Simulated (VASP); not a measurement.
# Tl2Se (P4/mmm) in VASP: notebook

The runs below take Tl2Se through single point, relaxation of cell and atoms, with PBE.

Everything below comes from runs of VASP 6.6.1. Logs are shortened: lines on timing, memory, paths and dates and some standing lists are left out, and cuts for length are marked.

## 1. The cell of the first run

It takes space group P4/mmm (No. 123, tetragonal). The conventional cell has a = 4.228 Å, b = 4.228 Å, c = 6.474 Å, α = 90.00°, β = 90.00°, γ = 90.00°. Tl (site symmetry 4/mmm) has 2 Se at 3.24 Å and 4 Tl at 4.23 Å within 4.3 Å. Tl (site symmetry 4/mmm) has 4 Se at 2.99 Å within 3.9 Å. Se (site symmetry 4/mmm) has 6 Tl at 2.99 to 3.24 Å within 3.9 Å.

## 2. Single point, PBE

Input file INCAR:

```
ALGO = Normal
EDIFF = 1E-7
ENCUT = 520
GGA = PE
ISIF = 2
ISMEAR = 0
LASPH = T
LCHARG = F
LREAL = F
LWAVE = F
NBANDS = 23
NELM = 100
PREC = Accurate
SIGMA = 0.1
```

Input file KPOINTS:

```
k-points
0
Gamma
  12 12 8
```

Input file POSCAR:

```
Tl2Se
1.0
    4.2283219647      0.0000000000      0.0000000000
    0.0000000000      4.2283219647      0.0000000000
    0.0000000000      0.0000000000      6.4736876236
Tl Se
2 1
Direct
    0.0000000000      0.0000000000      0.0000000000
    0.5000000000      0.5000000000      0.5000000000
    0.0000000000      0.0000000000      0.5000000000
```

Potentials or basis: VASP PAW PBE potentials, release 64 (Tl_d, Se).

Launch:

```bash
cat potpaw_PBE.64/Tl_d/POTCAR potpaw_PBE.64/Se/POTCAR > POTCAR
mpirun -np 1 vasp_std > vasp.out
```

OUTCAR:

```text
EDIFF = 1E-7
   ENCUT = 520
   GGA = PE
   ISIF = 2
   ISMEAR = 0
   LASPH = T
   LREAL = F
   NELM = 100
   PREC = Accurate

 ion  position               nearest neighbor table
   1  0.000  0.000  0.000-   3 3.24   3 3.24
   2  0.500  0.500  0.500-   3 2.99   3 2.99   3 2.99   3 2.99
   3  0.000  0.000  0.500-   2 2.99   2 2.99   2 2.99   2 2.99   1 3.24   1 3.24

  LATTYP: Found a simple tetragonal cell.
 ALAT       =     4.2283219647
 C/A-ratio  =     1.5310299636

  Lattice vectors:

 A1 = (   4.2283219647,   0.0000000000,   0.0000000000)
 A2 = (   0.0000000000,   4.2283219647,   0.0000000000)
 A3 = (   0.0000000000,   0.0000000000,   6.4736876236)

Analysis of symmetry for initial positions (statically):
=====================================================================
 Subroutine PRICEL returns:
 Original cell was already a primitive cell.

 Routine SETGRP: Setting up the symmetry group for a
 simple tetragonal supercell.

 Subroutine GETGRP returns: Found 16 space group operations
 (whereof 16 operations were pure point group operations)
 out of a pool of 16 trial point group operations.

The static configuration has the point symmetry D_4h.

Analysis of symmetry for dynamics (positions and initial velocities):
=====================================================================
 Subroutine PRICEL returns:
 Original cell was already a primitive cell.

 Routine SETGRP: Setting up the symmetry group for a
 simple tetragonal supercell.

 Subroutine GETGRP returns: Found 16 space group operations
 (whereof 16 operations were pure point group operations)
 out of a pool of 16 trial point group operations.

The dynamic configuration has the point symmetry D_4h.

 Subroutine INISYM returns: Found 16 space group operations
 (whereof 16 operations are pure point group operations),
 and found     1 'primitive' translations

----------------------------------------------------------------------------------------

                                     Primitive cell

  volume of cell :     115.7412

  direct lattice vectors                    reciprocal lattice vectors
     4.228321965  0.000000000  0.000000000     0.236500439  0.000000000  0.000000000
     0.000000000  4.228321965  0.000000000     0.000000000  0.236500439  0.000000000
     0.000000000  0.000000000  6.473687624     0.000000000  0.000000000  0.154471463

  length of vectors
     4.228321965  4.228321965  6.473687624     0.236500439  0.236500439  0.154471463

  position of ions in fractional coordinates (direct lattice)
     0.000000000  0.000000000  0.000000000
     0.500000000  0.500000000  0.500000000
     0.000000000  0.000000000  0.500000000

  ion indices of the primitive-cell ions
   primitive index   ion index
                 1           1
                 2           2
                 3           3

----------------------------------------------------------------------------------------

 KPOINTS: k-points

Automatic generation of k-mesh.
 Grid dimensions read from file:
 generate k-points for:   12   12    8

 Generating k-lattice:

  Cartesian coordinates                     Fractional coordinates (reciprocal lattice)
     0.019708370  0.000000000  0.000000000     0.083333333  0.000000000  0.000000000
     0.000000000  0.019708370  0.000000000     0.000000000  0.083333333  0.000000000
     0.000000000  0.000000000  0.019308933     0.000000000  0.000000000  0.125000000

  Length of vectors
     0.019708370  0.019708370  0.019308933

  Shift w.r.t. Gamma in fractional coordinates (k-lattice)
     0.000000000  0.000000000  0.000000000

 Subroutine IBZKPT returns following result:
 ===========================================

 Found    140 irreducible k-points:

 Following reciprocal coordinates:
            Coordinates               Weight
  0.000000  0.000000  0.000000      1.000000
  0.083333  0.000000  0.000000      4.000000
  0.166667  0.000000  0.000000      4.000000
  0.250000  0.000000  0.000000      4.000000
  0.333333  0.000000  0.000000      4.000000
  0.416667  0.000000  0.000000      4.000000
[... 16 lines left out ...]
  0.333333  0.333333  0.000000      4.000000
  0.416667  0.333333  0.000000      8.000000
 [... further k-points ...]
   k-points           NKPTS =    140   k-points in BZ     NKDIM =    140   number of bands    NBANDS=     23
   number of dos      NEDOS =    301   number of ions     NIONS =      3
   total plane-waves  NPLWV =  49152
   dimension x,y,z NGX =    32 NGY =   32 NGZ =   48
   dimension x,y,z NGXF=    64 NGYF=   64 NGZF=   96
   ions per type =               2   1
   NGX,Y,Z   is equivalent  to a cutoff of  12.58, 12.58, 12.33 a.u.
   NGXF,Y,Z  is equivalent  to a cutoff of  25.16, 25.16, 24.65 a.u.
 SYSTEM =  unknown system
   PREC   = accura    normal or accurate (medium, high low for compatibility)
   ISTART =      0    job   : 0-new  1-cont  2-samecut
   ICHARG =      2    charge: 1-file 2-atom 10-const
   ISPIN  =      1    spin polarized calculation?
   LNONCOLLINEAR =      F non collinear calculations
   LSORBIT =      F    spin-orbit coupling
   LASPH  =      T    aspherical Exc in radial PAW
   ENCUT  =  520.0 eV  38.22 Ry    6.18 a.u.   7.86  7.86 12.04*2*pi/ulx,y,z
   NELM   =    100;   NELMIN=  2; NELMDL= -5     # of ELM steps
   EDIFF  = 0.1E-06   stopping-criterion for ELM
   LREAL  =      F    real-space projection
   EDIFFG = 0.1E-05   stopping-criterion for IOM
   NSW    =      0    number of steps for IOM
   IBRION =     -1    ionic relax: 0-MD 1-quasi-New 2-CG
   NFREE  =      0    steps in history (QN), initial steepest desc. (CG)
   ISIF   =      2    stress and relaxation
   ISYM   =      2    0-nonsym 1-usesym 2-fastsym
   POTIM  = 0.5000    time-step for ionic-motion
   TEBEG  =    0.0;   TEEND  =   0.0 temperature during run
   PSTRESS=    0.0 pullay stress
   NELECT =      32.0000    total number of electrons
   NUPDOWN=      -1.0000    fix difference up-down
   EMIN   =  10.00;   EMAX   =-10.00  energy-range for DOS
   EFERMI =   0.00;   METHOD = LEGACY
   ISMEAR =     0;   SIGMA  =   0.10  broadening in eV -4-tet -1-fermi 0-gaus
   EFERMI_NEDOS =   21; number of points for ismear=-14 and -15
   IALGO  =     38    algorithm
   IMIX   =      4    mixing-type and parameters
     AMIX     =   0.40;   BMIX     =  1.00
     AMIX_MAG =   1.60;   BMIX_MAG =  1.00
  volume/ion in A,a.u.               =      38.58       260.35
  Fermi-wavevector in a.u.,A,eV,Ry     =   1.066503  2.015399 15.475666  1.137429
  Thomas-Fermi vector in A             =   2.202090
   LORBIT       =      0    0 simple, 1 ext, 2 COOP (PROOUT), +10 PAW based schemes
   GGA     = PE    functional components
   LHFCALC =     F    Hartree Fock is set to
   AEXX    =    0.0000 exact exchange contribution
   IVDW    =     0    specifies the selected vdW correction
   LEPSILON=     F    determine dielectric tensor
   LRPA    =     F    only Hartree local field effects (RPA)
 non-spin polarized calculation
 Gauss-broadening in eV      SIGMA  =   0.10
  energy-cutoff  :      520.00
  volume of cell :      115.74
 maximum number of plane-waves:      3144
 NGX is ok and might be reduce to    32
   NGX = 15   NGY = 15   NGZ = 25

 number of electron      32.0000008 magnetization

 Free energy of the ion-electron system (eV)
  ---------------------------------------------------
  ext. energy  EPLUGINS =         0.00000000
  ---------------------------------------------------
  free energy    TOTEN  =        -8.11814087 eV

  energy without entropy =       -8.10855631  energy(sigma->0) =       -8.11334859

 E-fermi :   2.9671     XC(G=0):  -8.1701

 val. band max:        2.9631995605   @ k =   0.2500   0.2500   0.2500
 cond. band min:       2.9715101564   @ k =   0.5000   0.0833   0.0000
 fundamental gap:      0.0083105959
 Fermi energy:         2.9670731716

 k-point     1 :       0.0000    0.0000    0.0000
  band No.  band energies     occupation
      1     -10.0553      2.00000
      2      -8.6915      2.00000
      3      -8.5958      2.00000
      4      -8.5238      2.00000
      5      -8.5238      2.00000
      6      -8.4851      2.00000
[... 15 lines left out ...]
     22       8.8308      0.00000
     23      10.2119      0.00000

 k-point     2 :       0.0833    0.0000    0.0000
  band No.  band energies     occupation
      1     -10.0269      2.00000
      2      -8.6874      2.00000
      3      -8.5974      2.00000
      4      -8.5256      2.00000
      5      -8.5234      2.00000
      6      -8.4814      2.00000
[... 15 lines left out ...]
     22       9.2842      0.00000
     23       9.8516      0.00000

 k-point     3 :       0.1667    0.0000    0.0000
  band No.  band energies     occupation
      1      -9.9460      2.00000
      2      -8.6764      2.00000
      3      -8.6020      2.00000
      4      -8.5306      2.00000
      5      -8.5223      2.00000
      6      -8.4702      2.00000
[... 15 lines left out ...]
     22       9.0647      0.00000
     23       9.7114      0.00000

 k-point     4 :       0.2500    0.0000    0.0000
  band No.  band energies     occupation
      1      -9.8266      2.00000
      2      -8.6623      2.00000
      3      -8.6082      2.00000
      4      -8.5373      2.00000
      5      -8.5208      2.00000
      6      -8.4509      2.00000
[... 15 lines left out ...]
     22       8.2103      0.00000
     23      10.0105      0.00000

 k-point     5 :       0.3333    0.0000    0.0000
  band No.  band energies     occupation
      1      -9.6943      2.00000
      2      -8.6492      2.00000
      3      -8.6144      2.00000
      4      -8.5441      2.00000
      5      -8.5193      2.00000
      6      -8.4228      2.00000
[... 434 lines left out ...]
 k-point    22 :       0.5000    0.2500    0.0000
  band No.  band energies     occupation
      1      -9.7311      2.00000
      2      -8.6384      2.00000
      3      -8.5972      2.00000
      4      -8.5525      2.00000
      5      -8.5365      2.00000
      6      -8.4336      2.00000
[... 15 lines left out ...]
     22       8.8812      0.00000
     23       9.4667      0.00000

 k-point    23 :       0.3333    0.3333    0.0000
  band No.  band energies     occupation
      1      -9.7781      2.00000
      2      -8.6391      2.00000
      3      -8.5942      2.00000
      4      -8.5465      2.00000
      5      -8.5436      2.00000
      6      -8.4396      2.00000
[... 15 lines left out ...]
     22       8.5230      0.00000
     23       9.1694      0.00000

 k-point    24 :       0.4167    0.3333    0.0000
  band No.  band energies     occupation
      1      -9.7977      2.00000
      2      -8.6450      2.00000
      3      -8.5823      2.00000
      4      -8.5513      2.00000
      5      -8.5453      2.00000
      6      -8.4393      2.00000
[... 15 lines left out ...]
     22       8.7358      0.00000
     23       8.9144      0.00000

 [... further k-points ...]
[... 5 lines left out ...]
  --------------------------------------------------------------------------------------
  -------------------------------------------------------------------------------------
  Total        0.0142844      0.0142844     -0.0442111      0.0000000      0.0000000      0.0000000
  in kB        0.1977356      0.1977356     -0.6120040      0.0000000      0.0000000      0.0000000
  external PRESSURE =      -0.0721776 kB  Pullay stress =       0.0000000 kB

 VOLUME and BASIS-vectors are now :
 -----------------------------------------------------------------------------
  energy-cutoff  :      520.00
  volume of cell :      115.74
      direct lattice vectors                 reciprocal lattice vectors
     4.228321965  0.000000000  0.000000000     0.236500439  0.000000000  0.000000000
     0.000000000  4.228321965  0.000000000     0.000000000  0.236500439  0.000000000
     0.000000000  0.000000000  6.473687624     0.000000000  0.000000000  0.154471463

 POSITION                                       TOTAL-FORCE (eV/Angst)
 -----------------------------------------------------------------------------------
      0.00000      0.00000      0.00000         0.000000      0.000000      0.000000
      2.11416      2.11416      3.23684         0.000000      0.000000      0.000000
      0.00000      0.00000      3.23684         0.000000      0.000000      0.000000
 -----------------------------------------------------------------------------------
    total drift:                                0.000000      0.000000     -0.000000

  FREE ENERGIE OF THE ION-ELECTRON SYSTEM (eV)
  ---------------------------------------------------
  free  energy   TOTEN  =        -8.1181408663 eV

  energy  without entropy=       -8.1085563078  energy(sigma->0) =       -8.11334859
```

Run time: 1.9 min. Hardware: 1 thread of Intel Xeon 6975P-C (Granite Rapids), shared host; peak memory 0.46 GiB.

What came out:

```
Free energy            : -8.1181 eV
Pressure               : 0.0 GPa
Band gap on the k mesh : zero (band 16 reaches 3.21 eV, above the bottom of band 17 at 2.37 eV)
```

Caveat: spin-orbit coupling is left out, which moves the levels of the heavy elements.

(Continued in part 2 of 2.)
